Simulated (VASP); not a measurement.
The system is C.

```
CELL_PARAMETERS angstrom
2.31367 0.00000 0.00000
-1.15684 2.00370 0.00000
0.00000 0.00000 2.47029
ATOMIC_POSITIONS crystal
C 0.66667 0.33333 0.35325
C 0.33333 0.66667 0.64675
```

The cell was generated, and may not be a known phase.

| Item | Value |
| --- | --- |
| Program | VASP 6.6.1 |
| Task | relaxation of cell and atoms |
| Functional | PBE |
| Potentials or basis | VASP PAW PBE potentials, release 64 (C_h) |
| Cutoff | 1300 eV |
| k mesh | 12 × 12 × 8 |
| Occupations | gaussian, width 0.1 eV |
| Spin | no spin polarisation |

At the start: pressure 46.6 GPa; volume 5.73 Å³/atom.

Problem. How do energy, volume and symmetry change on relaxing?

Solution. Over 14 steps the energy falls by 2471.3 meV/atom and the volume is 9.36 Å³/atom (+63.4 %); space group P-3m1 (No. 164, to 0.1 Å) before, P6/mmm (No. 191, to 0.1 Å).

The path:
```
step  energy change (eV)  largest force (eV/Å)  pressure (GPa)  volume (Å³)
   1              0.0000                6.7614           46.58        11.45
   2             -3.1502                0.9919          -39.36        14.24
   3             -3.2978                2.5359          -27.26        13.81
   4             -2.9540                6.2154           16.23        13.00
   5             -3.8705                1.5653           -6.95        13.46
   6             -4.1715                0.2181           72.68        12.79
   7             -4.2875                0.6419           41.40        13.03
   8             -4.7069                1.0629           12.08        15.19
   9             -4.7274                2.0660            0.48        16.42
  10             -4.9328                0.4080           -2.41        18.36
  11             -4.9404                0.0235           -2.99        18.80
  12             -4.9404                0.0177           -3.04        18.85
  13             -4.9346                0.0063            6.05        18.44
  14             -4.9425                0.0138           -0.04        18.71
```

Final structure:
```
C
1.0
     2.46503    0.00000    0.00000
    -1.23252    2.13478    0.00000
     0.00000    0.00000    3.55549
C
2
Direct
  0.66667 0.33333 0.50012
  0.33333 0.66667 0.49988
```

Caveat: the volume moved by over 15 % at a fixed basis, so the end points are rough; this functional lacks dispersion, which binds layers or chains, so the pressure and a relaxed spacing across them are unreliable.
